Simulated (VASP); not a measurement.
A run of VASP 6.6.1 is set up as follows.

The input INCAR:

```
  ALGO = Fast
  EDIFF = 1E-7
  ENCUT = 520
  GGA = PE
  ISIF = 2
  ISMEAR = 0
  LASPH = True
  LCHARG = True
  LELF = True
  LREAL = False
  LVHAR = True
  LWAVE = False
  NBANDS = 28
  NELM = 100
  PREC = Accurate
  SIGMA = 0.2
```

The input KPOINTS:

```
k-points
0
Gamma
  8 8 8
```

File POSCAR:

```
Pt
1.0
   -1.7006000316      1.7006000316     -1.3676190837
    1.7006000316     -1.7006000316     -4.1028572510
   -3.4012000632     -3.4012000632      2.7352381674
Pt
4
Direct
    0.7500000000      0.7500000000      0.5000000000
    0.7500000000      0.7500000000      1.0000000000
    0.2500000000      0.2500000000      0.5000000000
    0.2500000000      0.2500000000      0.0000000000
```

Potentials or basis: VASP PAW PBE potentials, release 64 (Pt).

Command:

```console
$ cat potpaw_PBE.64/Pt/POTCAR > POTCAR
$ mpirun -np 1 vasp_std > vasp.out
```

Problem. What does it give for the band gap on the k mesh?

Solution. Zero (bands 20 and 21 overlap by 1.74 eV).

Problem. Estimate the pressure.

Solution. 0.0 GPa.

Stress tensor (GPa, compression positive):
```
 0.03 -0.59  0.64
-0.59  0.03 -0.64
 0.64 -0.64 -0.15
```

Caveat: spin-orbit coupling is left out, which moves the levels of the heavy elements.
